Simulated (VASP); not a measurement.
# BaRe (Pm-3m) in VASP: settings compared

The runs below take BaRe through single point, with PBE, r2SCAN.

All numbers are computed with VASP 6.6.1; they aren't measurements. Logs are shortened: lines on timing, memory, paths and dates and some standing lists are left out, and cuts for length are marked.

**1. The cell of the first run**

It takes space group Pm-3m (No. 221, cubic). Conventional cell: a = 3.844 Å, b = 3.844 Å, c = 3.844 Å, α = 90.00°, β = 90.00°, γ = 90.00°. Within 4.4 Å of Ba (site symmetry m-3m) lie 8 Re at 3.33 Å and 6 Ba at 3.84 Å. Within 4.4 Å of Re (site symmetry m-3m) lie 8 Ba at 3.33 Å and 6 Re at 3.84 Å.

**2. Single point, PBE (28.39 Å³/atom)**

Contents of INCAR:

```
SYSTEM = BaRe
PREC = Accurate ; ENCUT = 520
EDIFF = 1E-6 ; ISMEAR = 0
SIGMA = 0.05 ; LREAL = .FALSE.
LASPH = .TRUE. ; NELM = 100
ALGO = Fast ; ISIF = 2
LWAVE = .FALSE. ; LCHARG = .FALSE.
GGA = PE ; NBANDS = 16
```

Contents of KPOINTS:

```
regular mesh
0
G
  8 8 8
  0 0 0
```

Contents of POSCAR:

```
BaRe
1.0
    3.8435337789      0.0000000000      0.0000000000
    0.0000000000      3.8435337789      0.0000000000
    0.0000000000      0.0000000000      3.8435337789
Ba Re
1 1
Direct
    0.0000000000      0.0000000000      0.0000000000
    0.5000000000      0.5000000000      0.5000000000
```

Potentials or basis: VASP PAW PBE potentials, release 64 (Ba_sv, Re).

The run is started by

```console
$ cat potpaw_PBE.64/Ba_sv/POTCAR potpaw_PBE.64/Re/POTCAR > POTCAR
$ mpirun -np 1 vasp_std > vasp.out
```

OUTCAR:

```text
SYSTEM = BaRe
   PREC = Accurate
   ENCUT = 520
   EDIFF = 1E-6
   ISMEAR = 0
   LREAL = .FALSE.
   LASPH = .TRUE.
   NELM = 100
   ISIF = 2
   GGA = PE

 ion  position               nearest neighbor table
   1  0.000  0.000  0.000-   2 3.33   2 3.33   2 3.33   2 3.33   2 3.33   2 3.33   2 3.33   2 3.33

   2  0.500  0.500  0.500-   1 3.33   1 3.33   1 3.33   1 3.33   1 3.33   1 3.33   1 3.33   1 3.33

  LATTYP: Found a simple cubic cell.
 ALAT       =     3.8435337789

  Lattice vectors:

 A1 = (   3.8435337789,   0.0000000000,   0.0000000000)
 A2 = (   0.0000000000,   3.8435337789,   0.0000000000)
 A3 = (   0.0000000000,   0.0000000000,   3.8435337789)

Analysis of symmetry for initial positions (statically):
=====================================================================
 Subroutine PRICEL returns:
 Original cell was already a primitive cell.

 Routine SETGRP: Setting up the symmetry group for a
 simple cubic supercell.

 Subroutine GETGRP returns: Found 48 space group operations
 (whereof 48 operations were pure point group operations)
 out of a pool of 48 trial point group operations.

The static configuration has the point symmetry O_h .

Analysis of symmetry for dynamics (positions and initial velocities):
=====================================================================
 Subroutine PRICEL returns:
 Original cell was already a primitive cell.

 Routine SETGRP: Setting up the symmetry group for a
 simple cubic supercell.

 Subroutine GETGRP returns: Found 48 space group operations
 (whereof 48 operations were pure point group operations)
 out of a pool of 48 trial point group operations.

The dynamic configuration has the point symmetry O_h .

 Subroutine INISYM returns: Found 48 space group operations
 (whereof 48 operations are pure point group operations),
 and found     1 'primitive' translations

----------------------------------------------------------------------------------------

                                     Primitive cell

  volume of cell :      56.7796

  direct lattice vectors                    reciprocal lattice vectors
     3.843533779  0.000000000  0.000000000     0.260177237  0.000000000  0.000000000
     0.000000000  3.843533779  0.000000000     0.000000000  0.260177237  0.000000000
     0.000000000  0.000000000  3.843533779     0.000000000  0.000000000  0.260177237

  length of vectors
     3.843533779  3.843533779  3.843533779     0.260177237  0.260177237  0.260177237

  position of ions in fractional coordinates (direct lattice)
     0.000000000  0.000000000  0.000000000
     0.500000000  0.500000000  0.500000000

  ion indices of the primitive-cell ions
   primitive index   ion index
                 1           1
                 2           2

----------------------------------------------------------------------------------------

 KPOINTS: regular mesh

Automatic generation of k-mesh.
 Grid dimensions read from file:
 generate k-points for:    8    8    8

 Generating k-lattice:

  Cartesian coordinates                     Fractional coordinates (reciprocal lattice)
     0.032522155  0.000000000  0.000000000     0.125000000  0.000000000  0.000000000
     0.000000000  0.032522155  0.000000000     0.000000000  0.125000000  0.000000000
     0.000000000  0.000000000  0.032522155     0.000000000  0.000000000  0.125000000

  Length of vectors
     0.032522155  0.032522155  0.032522155

  Shift w.r.t. Gamma in fractional coordinates (k-lattice)
     0.000000000  0.000000000  0.000000000

 Subroutine IBZKPT returns following result:
 ===========================================

 Found     35 irreducible k-points:

 Following reciprocal coordinates:
            Coordinates               Weight
  0.000000  0.000000  0.000000      1.000000
  0.125000  0.000000  0.000000      6.000000
  0.250000  0.000000  0.000000      6.000000
  0.375000  0.000000  0.000000      6.000000
  0.500000  0.000000  0.000000      3.000000
  0.125000  0.125000  0.000000     12.000000
[... 16 lines left out ...]
  0.375000  0.375000  0.125000     24.000000
  0.500000  0.375000  0.125000     24.000000
 [... further k-points ...]
   k-points           NKPTS =     35   k-points in BZ     NKDIM =     35   number of bands    NBANDS=     16
   number of dos      NEDOS =    301   number of ions     NIONS =      2
   total plane-waves  NPLWV =  27000
   dimension x,y,z NGX =    30 NGY =   30 NGZ =   30
   dimension x,y,z NGXF=    60 NGYF=   60 NGZF=   60
   ions per type =               1   1
   NGX,Y,Z   is equivalent  to a cutoff of  12.98, 12.98, 12.98 a.u.
   NGXF,Y,Z  is equivalent  to a cutoff of  25.95, 25.95, 25.95 a.u.
 SYSTEM =  BaRe
   PREC   = accura    normal or accurate (medium, high low for compatibility)
   ISTART =      0    job   : 0-new  1-cont  2-samecut
   ICHARG =      2    charge: 1-file 2-atom 10-const
   ISPIN  =      1    spin polarized calculation?
   LNONCOLLINEAR =      F non collinear calculations
   LSORBIT =      F    spin-orbit coupling
   LASPH  =      T    aspherical Exc in radial PAW
   ENCUT  =  520.0 eV  38.22 Ry    6.18 a.u.   7.15  7.15  7.15*2*pi/ulx,y,z
   NELM   =    100;   NELMIN=  2; NELMDL= -5     # of ELM steps
   EDIFF  = 0.1E-05   stopping-criterion for ELM
   LREAL  =      F    real-space projection
   EDIFFG = 0.1E-04   stopping-criterion for IOM
   NSW    =      0    number of steps for IOM
   IBRION =     -1    ionic relax: 0-MD 1-quasi-New 2-CG
   NFREE  =      0    steps in history (QN), initial steepest desc. (CG)
   ISIF   =      2    stress and relaxation
   ISYM   =      2    0-nonsym 1-usesym 2-fastsym
   POTIM  = 0.5000    time-step for ionic-motion
   TEBEG  =    0.0;   TEEND  =   0.0 temperature during run
   PSTRESS=    0.0 pullay stress
   NELECT =      17.0000    total number of electrons
   NUPDOWN=      -1.0000    fix difference up-down
   EMIN   =  10.00;   EMAX   =-10.00  energy-range for DOS
   EFERMI =   0.00;   METHOD = LEGACY
   ISMEAR =     0;   SIGMA  =   0.05  broadening in eV -4-tet -1-fermi 0-gaus
   EFERMI_NEDOS =   21; number of points for ismear=-14 and -15
   IALGO  =     68    algorithm
   IMIX   =      4    mixing-type and parameters
     AMIX     =   0.40;   BMIX     =  1.00
     AMIX_MAG =   1.60;   BMIX_MAG =  1.00
  volume/ion in A,a.u.               =      28.39       191.58
  Fermi-wavevector in a.u.,A,eV,Ry     =   1.095201  2.069629 16.319711  1.199465
  Thomas-Fermi vector in A             =   2.231520
   LORBIT       =      0    0 simple, 1 ext, 2 COOP (PROOUT), +10 PAW based schemes
   GGA     = PE    functional components
   LHFCALC =     F    Hartree Fock is set to
   AEXX    =    0.0000 exact exchange contribution
   IVDW    =     0    specifies the selected vdW correction
   LEPSILON=     F    determine dielectric tensor
   LRPA    =     F    only Hartree local field effects (RPA)
 non-spin polarized calculation
 RMM-DIIS sequential band-by-band and
 Gauss-broadening in eV      SIGMA  =   0.05
  energy-cutoff  :      520.00
  volume of cell :       56.78
 maximum number of plane-waves:      1568
 NGX is ok and might be reduce to    30
   NGX = 15   NGY = 15   NGZ = 15

 number of electron      17.0000001 magnetization

 Free energy of the ion-electron system (eV)
  ---------------------------------------------------
  ext. energy  EPLUGINS =         0.00000000
  ---------------------------------------------------
  free energy    TOTEN  =       -10.13885695 eV

  energy without entropy =      -10.13146102  energy(sigma->0) =      -10.13515898

 E-fermi :   3.2410     XC(G=0): -10.3235

 val. band max:        3.2278796679   @ k =   0.5000   0.2500   0.2500
 cond. band min:       3.2563766980   @ k =   0.2500   0.1250   0.0000
 fundamental gap:      0.0284970302
 Fermi energy:         3.2409545132

 k-point     1 :       0.0000    0.0000    0.0000
  band No.  band energies     occupation
      1     -23.4154      2.00000
      2      -8.3103      2.00000
      3      -8.3103      2.00000
      4      -8.3103      2.00000
      5      -1.0128      2.00000
      6       1.1454      2.00000
[... 8 lines left out ...]
     15      10.8388      0.00000
     16      11.3027      0.00000

 k-point     2 :       0.1250    0.0000    0.0000
  band No.  band energies     occupation
      1     -23.4007      2.00000
      2      -8.5166      2.00000
      3      -8.3017      2.00000
      4      -8.3017      2.00000
      5      -0.6906      2.00000
      6       1.2402      2.00000
[... 8 lines left out ...]
     15      10.1076      0.00000
     16      11.1338      0.00000

 k-point     3 :       0.2500    0.0000    0.0000
  band No.  band energies     occupation
      1     -23.3646      2.00000
      2      -8.9643      2.00000
      3      -8.2809      2.00000
      4      -8.2809      2.00000
      5       0.1383      2.00000
      6       1.4992      2.00000
[... 8 lines left out ...]
     15       9.6999      0.00000
     16      10.7423      0.00000

 k-point     4 :       0.3750    0.0000    0.0000
  band No.  band energies     occupation
      1     -23.3280      2.00000
      2      -9.3594      2.00000
      3      -8.2600      2.00000
      4      -8.2600      2.00000
      5       1.2152      2.00000
      6       1.8226      2.00000
[... 8 lines left out ...]
     15      10.3686      0.00000
     16      10.9244      0.00000
[... 324 lines left out ...]
 k-point    22 :       0.5000    0.2500    0.1250
  band No.  band energies     occupation
      1     -23.2588      2.00000
      2      -9.3250      2.00000
      3      -8.7315      2.00000
      4      -8.3352      2.00000
      5       1.0637      2.00000
      6       2.1687      2.00000
[... 8 lines left out ...]
     15      10.2461      0.00000
     16      12.3722      0.00000

 k-point    23 :       0.3750    0.3750    0.1250
  band No.  band energies     occupation
      1     -23.2417      2.00000
      2      -9.1190      2.00000
      3      -9.0629      2.00000
      4      -8.3064      2.00000
      5       0.7034      2.00000
      6       2.0610      2.00000
[... 8 lines left out ...]
     15      10.2103      0.00000
     16      12.2147      0.00000

 k-point    24 :       0.5000    0.3750    0.1250
  band No.  band energies     occupation
      1     -23.2288      2.00000
      2      -9.2199      2.00000
      3      -9.0500      2.00000
      4      -8.2861      2.00000
      5       0.5469      2.00000
      6       1.9898      2.00000
[... 8 lines left out ...]
     15      10.6225      0.00000
     16      11.8304      0.00000

 [... further k-points ...]
[... 5 lines left out ...]
  --------------------------------------------------------------------------------------
  -------------------------------------------------------------------------------------
  Total       -0.9259356     -0.9259356     -0.9259356     -0.0000000      0.0000000     -0.0000000
  in kB      -26.1275851    -26.1275851    -26.1275851     -0.0000000      0.0000000     -0.0000000
  external PRESSURE =     -26.1275851 kB  Pullay stress =       0.0000000 kB

 VOLUME and BASIS-vectors are now :
 -----------------------------------------------------------------------------
  energy-cutoff  :      520.00
  volume of cell :       56.78
      direct lattice vectors                 reciprocal lattice vectors
     3.843533779  0.000000000  0.000000000     0.260177237  0.000000000  0.000000000
     0.000000000  3.843533779  0.000000000     0.000000000  0.260177237  0.000000000
     0.000000000  0.000000000  3.843533779     0.000000000  0.000000000  0.260177237

 POSITION                                       TOTAL-FORCE (eV/Angst)
 -----------------------------------------------------------------------------------
      0.00000      0.00000      0.00000         0.000000      0.000000      0.000000
      1.92177      1.92177      1.92177         0.000000      0.000000      0.000000
 -----------------------------------------------------------------------------------
    total drift:                                0.000000     -0.000000     -0.000000

  FREE ENERGIE OF THE ION-ELECTRON SYSTEM (eV)
  ---------------------------------------------------
  free  energy   TOTEN  =       -10.1388569460 eV

  energy  without entropy=      -10.1314610175  energy(sigma->0) =      -10.13515898
```

Wall time 52 s (1 thread of Intel Xeon Platinum 8488C (Sapphire Rapids), shared host); peak memory 0.18 GiB.

Results:

```yaml
Free_energy: -10.1389 eV
Pressure: -2.6 GPa
Band_gap_on_the_k_mesh: zero (an odd number of electrons rules out a gap without spin polarisation)
```

Caveat: spin-orbit coupling is left out, which moves the levels of the heavy elements.

**3. Single point, r2SCAN**

This run uses another cell than the first one, of 25.81 Å³/atom.

Contents of POSCAR:

```
BaRe
1.0
    3.7233438108      0.0000000000      0.0000000000
    0.0000000000      3.7233438108      0.0000000000
    0.0000000000      0.0000000000      3.7233438108
Ba Re
1 1
Direct
    0.0000000000      0.0000000000      0.0000000000
    0.5000000000      0.5000000000      0.5000000000
```

Contents of INCAR.step1:

```
ALGO = Normal
EDIFF = 1E-4
ENCUT = 520
GGA = PE
ISMEAR = 0
LASPH = T
LCHARG = F
LREAL = F
LWAVE = T
NBANDS = 16
NELM = 100
PREC = Accurate
SIGMA = 0.05
```

Contents of INCAR.step2:

```
ALGO = Normal
EDIFF = 1E-6
ENCUT = 520
ISIF = 2
ISMEAR = 0
ISTART = 1
LASPH = T
LCHARG = T
LELF = T
LMIXTAU = T
LREAL = F
LVHAR = T
LWAVE = F
METAGGA = R2SCAN
NBANDS = 16
NELM = 100
PREC = Accurate
SIGMA = 0.05
```

Contents of KPOINTS:

```
k-points
0
Gamma
  8 8 8
```

Potentials or basis: VASP PAW PBE potentials, release 64 (Ba_sv, Re).

The run is started by

```console
$ cat potpaw_PBE.64/Ba_sv/POTCAR potpaw_PBE.64/Re/POTCAR > POTCAR
$ cp INCAR.step1 INCAR
$ mpirun -np 1 vasp_std > vasp.out
$ cp INCAR.step2 INCAR
$ mpirun -np 1 vasp_std > vasp.out
```

Run time: 59 s. Hardware: 1 thread of Intel Xeon Platinum 8488C (Sapphire Rapids), shared host; peak memory 0.18 GiB.

The run converged. Its results:

```yaml
Free_energy: -74.4520 eV
Pressure: 1.3 GPa
Band_gap_on_the_k_mesh: zero (an odd number of electrons rules out a gap without spin polarisation)
```

Levels at points of the mesh, in eV from the Fermi level:
```csv
k point,band 4,band 5,band 6,band 7,band 8,band 9,band 10,band 11,band 12,band 13
"(0.00, 0.00, 0.00)",-11.97,-4.43,-2.49,-2.49,-0.03,-0.03,-0.03,4.59,4.59,8.79
"(0.50, 0.00, 0.00)",-11.90,-1.51,-1.15,-0.23,0.13,0.13,0.33,1.62,2.21,3.75
"(0.50, 0.50, 0.00)",-11.68,-3.62,-1.75,-1.14,-1.14,1.35,1.39,3.92,3.92,5.35
"(0.50, 0.50, 0.50)",-13.01,-0.20,-0.20,-0.20,0.08,0.08,0.08,1.45,1.45,2.25
```

Caveat: the PAW data sets were made with another functional, which shifts forces and pressure a little; spin-orbit coupling is left out, which moves the levels of the heavy elements.
